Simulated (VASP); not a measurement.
**TaC: single point with PBE**

The system is TaC.

```
Ta C
1.0
     0.00000    2.23758    2.23758
     2.23758    0.00000    2.23758
     2.23758    2.23758    0.00000
Ta C
1 1
Cartesian
  0.0000 0.0000 0.0000
  2.2376 2.2376 2.2376
```

| Quantity | Value |
| --- | --- |
| Program | VASP 6.6.1 |
| Task | single point |
| Functional | PBE |
| Potentials or basis | VASP PAW PBE potentials, release 64 (Ta_pv, C) |
| Cutoff | 600 eV |
| k mesh | 6 × 6 × 6 |
| Occupations | gaussian, width 0.1 eV |
| Spin | no spin polarisation |

```yaml
Pressure: 0.5 GPa
```

Levels at points of the mesh, in eV from the Fermi level:
```csv
k point,band 4,band 5,band 6,band 7,band 8,band 9,band 10,band 11,band 12,band 13
"(0.00, 0.00, 0.00)",-14.68,-1.23,-1.23,-1.23,-0.45,-0.45,-0.45,0.72,0.72,6.46
"(0.50, 0.00, 0.00)",-10.34,-8.59,-5.36,-5.36,2.75,2.75,3.70,5.41,9.85,9.85
"(0.50, 0.50, 0.00)",-12.59,-4.57,-4.40,-1.73,-1.73,2.64,4.10,4.10,6.80,8.00
```

Run time: 4.8 s on 1 thread of AMD EPYC 9R45 96-Core Processor (Zen 5), on a shared host, peak memory 0.13 GiB.

Caveat: the k points lie up to 0.41 Å⁻¹ apart; spin-orbit coupling is left out, which moves the levels of the heavy elements.
